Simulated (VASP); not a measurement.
# InPt3 (Pm-3m) in VASP: relaxation of cell and atoms with LDA

Aim: the relaxation of cell and atoms of InPt3 with LDA.

Everything below comes from runs of VASP 6.6.1. Logs are shortened: lines on timing, memory, paths and dates and some standing lists are left out, and cuts for length are marked.

## 1. The cell of the first run

The structure is cubic, space group Pm-3m (No. 221). Conventional cell: a = 3.964 Å, b = 3.964 Å, c = 3.964 Å, α = 90.00°, β = 90.00°, γ = 90.00°. Within 3.7 Å of In (site symmetry m-3m) lie 12 Pt at 2.80 Å. Within 3.7 Å of Pt (site symmetry 4/mmm) lie 4 In at 2.80 Å and 8 Pt at 2.80 Å.

## 2. Relaxation of cell and atoms, LDA

INCAR reads:

```
SYSTEM = InPt3
PREC = Accurate ; ENCUT = 600
EDIFF = 1E-6 ; ISMEAR = -1
SIGMA = 0.15 ; LREAL = .FALSE.
LASPH = .TRUE. ; NELM = 100
ALGO = Fast ; ISIF = 3
LWAVE = .FALSE. ; LCHARG = .FALSE.
GGA = CA ; IBRION = 2
NSW = 80 ; EDIFFG = -0.001
```

KPOINTS reads:

```
Automatic mesh
0
G
  10 10 10
  0 0 0
```

POSCAR reads:

```
InPt3
1.0
    3.9642701660      0.0000000000      0.0000000000
    0.0000000000      3.9642701660      0.0000000000
    0.0000000000      0.0000000000      3.9642701660
In Pt
1 3
Direct
    0.0000000000      0.0000000000      0.0000000000
    0.5000000000      0.5000000000      0.0000000000
    0.0000000000      0.5000000000      0.5000000000
    0.5000000000      0.0000000000      0.5000000000
```

Potentials or basis: VASP PAW LDA potentials, release 64 (In_d, Pt).

Run with:

```sh
$ cat potpaw_LDA.64/In_d/POTCAR potpaw_LDA.64/Pt/POTCAR > POTCAR
$ mpirun -np 1 vasp_std > vasp.out
```

OUTCAR:

```text
SYSTEM = InPt3
   PREC = Accurate
   ENCUT = 600
   EDIFF = 1E-6
   ISMEAR = -1
   LREAL = .FALSE.
   LASPH = .TRUE.
   NELM = 100
   ISIF = 3
   GGA = CA
   IBRION = 2
   NSW = 80
   EDIFFG = -0.001

 ion  position               nearest neighbor table
   1  0.000  0.000  0.000-   2 2.80   3 2.80   4 2.80   3 2.80   4 2.80   2 2.80   3 2.80   3 2.80
                             2 2.80   4 2.80   4 2.80   2 2.80
   2  0.500  0.500  0.000-   1 2.80   3 2.80   4 2.80   3 2.80   4 2.80   1 2.80   4 2.80   4 2.80
                             1 2.80   3 2.80   3 2.80   1 2.80
   3  0.000  0.500  0.500-   1 2.80   2 2.80   4 2.80   1 2.80   2 2.80   1 2.80   4 2.80   1 2.80
                             2 2.80   4 2.80   2 2.80   4 2.80
   4  0.500  0.000  0.500-   1 2.80   2 2.80   3 2.80   1 2.80   2 2.80   2 2.80   3 2.80   2 2.80
                             1 2.80   3 2.80   1 2.80   3 2.80

  LATTYP: Found a simple cubic cell.
 ALAT       =     3.9642701660

  Lattice vectors:

 A1 = (   3.9642701660,   0.0000000000,   0.0000000000)
 A2 = (   0.0000000000,   3.9642701660,   0.0000000000)
 A3 = (   0.0000000000,   0.0000000000,   3.9642701660)

Analysis of symmetry for initial positions (statically):
=====================================================================
 Subroutine PRICEL returns:
 Original cell was already a primitive cell.

 Routine SETGRP: Setting up the symmetry group for a
 simple cubic supercell.

 Subroutine GETGRP returns: Found 48 space group operations
 (whereof 48 operations were pure point group operations)
 out of a pool of 48 trial point group operations.

The static configuration has the point symmetry O_h .

Analysis of symmetry for dynamics (positions and initial velocities):
=====================================================================
 Subroutine PRICEL returns:
 Original cell was already a primitive cell.

 Routine SETGRP: Setting up the symmetry group for a
 simple cubic supercell.

 Subroutine GETGRP returns: Found 48 space group operations
 (whereof 48 operations were pure point group operations)
 out of a pool of 48 trial point group operations.

The dynamic configuration has the point symmetry O_h .

 Subroutine INISYM returns: Found 48 space group operations
 (whereof 48 operations are pure point group operations),
 and found     1 'primitive' translations

----------------------------------------------------------------------------------------

                                     Primitive cell

  volume of cell :      62.3002

  direct lattice vectors                    reciprocal lattice vectors
     3.964270166  0.000000000  0.000000000     0.252253242  0.000000000  0.000000000
     0.000000000  3.964270166  0.000000000     0.000000000  0.252253242  0.000000000
     0.000000000  0.000000000  3.964270166     0.000000000  0.000000000  0.252253242

  length of vectors
     3.964270166  3.964270166  3.964270166     0.252253242  0.252253242  0.252253242

  position of ions in fractional coordinates (direct lattice)
     0.000000000  0.000000000  0.000000000
     0.500000000  0.500000000  0.000000000
     0.000000000  0.500000000  0.500000000
     0.500000000  0.000000000  0.500000000

  ion indices of the primitive-cell ions
   primitive index   ion index
                 1           1
                 2           2
                 3           3
                 4           4

----------------------------------------------------------------------------------------

 KPOINTS: Automatic mesh

Automatic generation of k-mesh.
 Grid dimensions read from file:
 generate k-points for:   10   10   10

 Generating k-lattice:

  Cartesian coordinates                     Fractional coordinates (reciprocal lattice)
     0.025225324  0.000000000  0.000000000     0.100000000  0.000000000  0.000000000
     0.000000000  0.025225324  0.000000000     0.000000000  0.100000000  0.000000000
     0.000000000  0.000000000  0.025225324     0.000000000  0.000000000  0.100000000

  Length of vectors
     0.025225324  0.025225324  0.025225324

  Shift w.r.t. Gamma in fractional coordinates (k-lattice)
     0.000000000  0.000000000  0.000000000

 Subroutine IBZKPT returns following result:
 ===========================================

 Found     56 irreducible k-points:

 Following reciprocal coordinates:
            Coordinates               Weight
  0.000000  0.000000  0.000000      1.000000
  0.100000  0.000000  0.000000      6.000000
  0.200000  0.000000  0.000000      6.000000
  0.300000  0.000000  0.000000      6.000000
  0.400000  0.000000  0.000000      6.000000
  0.500000  0.000000  0.000000      3.000000
[... 16 lines left out ...]
  0.200000  0.100000  0.100000     24.000000
  0.300000  0.100000  0.100000     24.000000
 [... further k-points ...]
   k-points           NKPTS =     56   k-points in BZ     NKDIM =     56   number of bands    NBANDS=     25
   number of dos      NEDOS =    301   number of ions     NIONS =      4
   total plane-waves  NPLWV =  32768
   dimension x,y,z NGX =    32 NGY =   32 NGZ =   32
   dimension x,y,z NGXF=    64 NGYF=   64 NGZF=   64
   ions per type =               1   3
   NGX,Y,Z   is equivalent  to a cutoff of  13.42, 13.42, 13.42 a.u.
   NGXF,Y,Z  is equivalent  to a cutoff of  26.84, 26.84, 26.84 a.u.
 SYSTEM =  InPt3
   PREC   = accura    normal or accurate (medium, high low for compatibility)
   ISTART =      0    job   : 0-new  1-cont  2-samecut
   ICHARG =      2    charge: 1-file 2-atom 10-const
   ISPIN  =      1    spin polarized calculation?
   LNONCOLLINEAR =      F non collinear calculations
   LSORBIT =      F    spin-orbit coupling
   LASPH  =      T    aspherical Exc in radial PAW
   ENCUT  =  600.0 eV  44.10 Ry    6.64 a.u.   7.92  7.92  7.92*2*pi/ulx,y,z
   NELM   =    100;   NELMIN=  2; NELMDL= -5     # of ELM steps
   EDIFF  = 0.1E-05   stopping-criterion for ELM
   LREAL  =      F    real-space projection
   EDIFFG = -.1E-02   stopping-criterion for IOM
   NSW    =     80    number of steps for IOM
   IBRION =      2    ionic relax: 0-MD 1-quasi-New 2-CG
   NFREE  =      1    steps in history (QN), initial steepest desc. (CG)
   ISIF   =      3    stress and relaxation
   ISYM   =      2    0-nonsym 1-usesym 2-fastsym
   POTIM  = 0.5000    time-step for ionic-motion
   TEBEG  =    0.0;   TEEND  =   0.0 temperature during run
   PSTRESS=    0.0 pullay stress
   NELECT =      43.0000    total number of electrons
   NUPDOWN=      -1.0000    fix difference up-down
   EMIN   =  10.00;   EMAX   =-10.00  energy-range for DOS
   EFERMI =   0.00;   METHOD = LEGACY
   ISMEAR =    -1;   SIGMA  =   0.15  broadening in eV -4-tet -1-fermi 0-gaus
   EFERMI_NEDOS =   21; number of points for ismear=-14 and -15
   IALGO  =     68    algorithm
   IMIX   =      4    mixing-type and parameters
     AMIX     =   0.40;   BMIX     =  1.00
     AMIX_MAG =   1.60;   BMIX_MAG =  1.00
  volume/ion in A,a.u.               =      15.58       105.11
  Fermi-wavevector in a.u.,A,eV,Ry     =   1.446775  2.734009 28.479152  2.093159
  Thomas-Fermi vector in A             =   2.564805
   LORBIT       =      0    0 simple, 1 ext, 2 COOP (PROOUT), +10 PAW based schemes
   GGA     = CA    functional components
   LHFCALC =     F    Hartree Fock is set to
   AEXX    =    0.0000 exact exchange contribution
   IVDW    =     0    specifies the selected vdW correction
   LEPSILON=     F    determine dielectric tensor
   LRPA    =     F    only Hartree local field effects (RPA)
 conjugate gradient relaxation of ions
 non-spin polarized calculation
 RMM-DIIS sequential band-by-band and
  energy-cutoff  :      600.00
  volume of cell :       62.30
 maximum number of plane-waves:      2103
 NGX is ok and might be reduce to    32
   NGX = 15   NGY = 15   NGZ = 15

--------------------------------------- Ionic step        1  -------------------------------------------

 number of electron      43.0000005 magnetization

 Free energy of the ion-electron system (eV)
  ---------------------------------------------------
  ext. energy  EPLUGINS =         0.00000000
  ---------------------------------------------------
  free energy    TOTEN  =       -27.36966338 eV

  energy without entropy =      -27.18126811  energy(sigma->0) =      -27.27546574

------------------------ aborting loop because EDIFF is reached ----------------------------------------

  FORCE on cell =-STRESS in cart. coord.  units (eV):
  Direction    XX          YY          ZZ          XY          YZ          ZX
  --------------------------------------------------------------------------------------
  -------------------------------------------------------------------------------------
  Total        0.4935301      0.4935301      0.4935301      0.0000000      0.0000000      0.0000000
  in kB       12.6921300     12.6921300     12.6921300      0.0000000      0.0000000      0.0000000
  external PRESSURE =      12.6921300 kB  Pullay stress =       0.0000000 kB

 VOLUME and BASIS-vectors are now :
 -----------------------------------------------------------------------------
  energy-cutoff  :      600.00
  volume of cell :       62.30
      direct lattice vectors                 reciprocal lattice vectors
     3.964270166  0.000000000  0.000000000     0.252253242  0.000000000  0.000000000
     0.000000000  3.964270166  0.000000000     0.000000000  0.252253242  0.000000000
     0.000000000  0.000000000  3.964270166     0.000000000  0.000000000  0.252253242
[... 115 lines left out ...]
 POSITION                                       TOTAL-FORCE (eV/Angst)
 -----------------------------------------------------------------------------------
      0.00000      0.00000      0.00000        -0.000000     -0.000000      0.000000
      1.98562      1.98562     -0.00000        -0.000000     -0.000000      0.000000
      0.00000      1.98562      1.98562         0.000000      0.000000      0.000000
      1.98562     -0.00000      1.98562         0.000000      0.000000      0.000000
 -----------------------------------------------------------------------------------
    total drift:                                0.000000     -0.000000     -0.000000

  FREE ENERGIE OF THE ION-ELECTRON SYSTEM (eV)
  ---------------------------------------------------
  free  energy   TOTEN  =       -27.3709491149 eV

  energy  without entropy=      -27.1812054260  energy(sigma->0) =      -27.27607727

--------------------------------------- Ionic step        5  -------------------------------------------

 number of electron      43.0000010 magnetization

 Free energy of the ion-electron system (eV)
  ---------------------------------------------------
  ext. energy  EPLUGINS =         0.00000000
  ---------------------------------------------------
  free energy    TOTEN  =       -27.37094897 eV

  energy without entropy =      -27.18125265  energy(sigma->0) =      -27.27610081

 E-fermi :  11.2675     XC(G=0): -13.3938

 val. band max:       11.2658683774   @ k =   0.2000   0.1000   0.1000
 cond. band min:      11.2688486057   @ k =   0.4000   0.3000   0.3000
 fundamental gap:      0.0029802283
 Fermi energy:        11.2675343215

 k-point     1 :       0.0000    0.0000    0.0000
  band No.  band energies     occupation
      1      -3.1014      2.00000
      2      -3.1014      2.00000
      3      -3.0346      2.00000
      4      -3.0346      2.00000
      5      -3.0346      2.00000
      6       0.4922      2.00000
[... 17 lines left out ...]
     24      11.7640      0.07046
     25      17.0230      0.00000
[... 621 lines left out ...]
      3      -2.9948      2.00000
      4      -2.9854      2.00000
      5      -2.9753      2.00000
      6       1.7837      2.00000
[... 17 lines left out ...]
     24      14.4407      0.00000
     25      16.5595      0.00000

 [... further k-points ...]

------------------------ aborting loop because EDIFF is reached ----------------------------------------

  FORCE on cell =-STRESS in cart. coord.  units (eV):
  Direction    XX          YY          ZZ          XY          YZ          ZX
  --------------------------------------------------------------------------------------
  -------------------------------------------------------------------------------------
  Total        0.0024299      0.0024299      0.0024299      0.0000000     -0.0000000     -0.0000000
  in kB        0.0621743      0.0621743      0.0621743      0.0000000     -0.0000000     -0.0000000
  external PRESSURE =       0.0621743 kB  Pullay stress =       0.0000000 kB

 VOLUME and BASIS-vectors are now :
 -----------------------------------------------------------------------------
  energy-cutoff  :      600.00
  volume of cell :       62.62
      direct lattice vectors                 reciprocal lattice vectors
     3.970987391  0.000000000 -0.000000000     0.251826536 -0.000000000 -0.000000000
     0.000000000  3.970987391 -0.000000000    -0.000000000  0.251826536 -0.000000000
     0.000000000  0.000000000  3.970987391     0.000000000  0.000000000  0.251826536

 POSITION                                       TOTAL-FORCE (eV/Angst)
 -----------------------------------------------------------------------------------
      3.97099      3.97099      3.97099         0.000000      0.000000      0.000000
      1.98549      1.98549      3.97099        -0.000000     -0.000000     -0.000000
      0.00000      1.98549      1.98549        -0.000000     -0.000000      0.000000
      1.98549      0.00000      1.98549        -0.000000     -0.000000      0.000000
 -----------------------------------------------------------------------------------
    total drift:                                0.000000      0.000000     -0.000000

  FREE ENERGIE OF THE ION-ELECTRON SYSTEM (eV)
  ---------------------------------------------------
  free  energy   TOTEN  =       -27.3709489711 eV

  energy  without entropy=      -27.1812526497  energy(sigma->0) =      -27.27610081

 reached required accuracy - stopping structural energy minimisation
```

Run time: 2.4 min. Hardware: 1 thread of Intel Xeon Platinum 8488C (Sapphire Rapids), shared host; peak memory 0.23 GiB.

What came out:

```yaml
Free_energy: -27.3709 eV
Relaxed_volume: 15.65 Å³/atom
Relaxed_cell: a = 3.971 Å, b = 3.971 Å, c = 3.971 Å, α = 90.00°, β = 90.00°, γ = 90.00°
Space_group_after_relaxing_to_0.1_Å: Pm-3m (No. 221)
Energy_gained_by_relaxing: 0.3 meV/atom
Ionic_steps: 5
Pressure_after_relaxing: 0.0 GPa
Band_gap_on_the_k_mesh: zero (an odd number of electrons rules out a gap without spin polarisation)
```

The path:
```tsv
step	energy change (eV)	largest force (eV/Å)	pressure (GPa)	volume (Å³)
1	0.0000	0.0000	1.27	62.30
2	0.0062	0.0000	-2.94	63.42
3	-0.0013	0.0000	0.02	62.62
4	-0.0013	0.0000	-0.02	62.63
5	-0.0013	0.0000	0.01	62.62
```

Final structure:
```
CELL_PARAMETERS angstrom
3.97099 0.00000 0.00000
0.00000 3.97099 0.00000
0.00000 0.00000 3.97099
ATOMIC_POSITIONS crystal
In 0.00000 0.00000 0.00000
Pt 0.50000 0.50000 0.00000
Pt 0.00000 0.50000 0.50000
Pt 0.50000 0.00000 0.50000
```

Levels at points of the mesh, in eV from the Fermi level:
```csv
k point,band 18,band 19,band 20,band 21,band 22,band 23,band 24,band 25
"(0.00, 0.00, 0.00)",0.00,0.24,0.24,0.24,0.50,0.50,0.50,5.76
"(0.50, 0.00, 0.00)",-2.12,-2.12,-1.97,-0.76,0.50,4.06,5.81,5.81
"(0.50, 0.50, 0.00)",-2.43,-1.81,-1.67,-1.63,-0.56,1.52,1.52,7.24
"(0.50, 0.50, 0.50)",-2.10,-1.57,-1.57,-0.37,0.05,0.05,0.05,3.22
```

Caveat: spin-orbit coupling is left out, which moves the levels of the heavy elements.
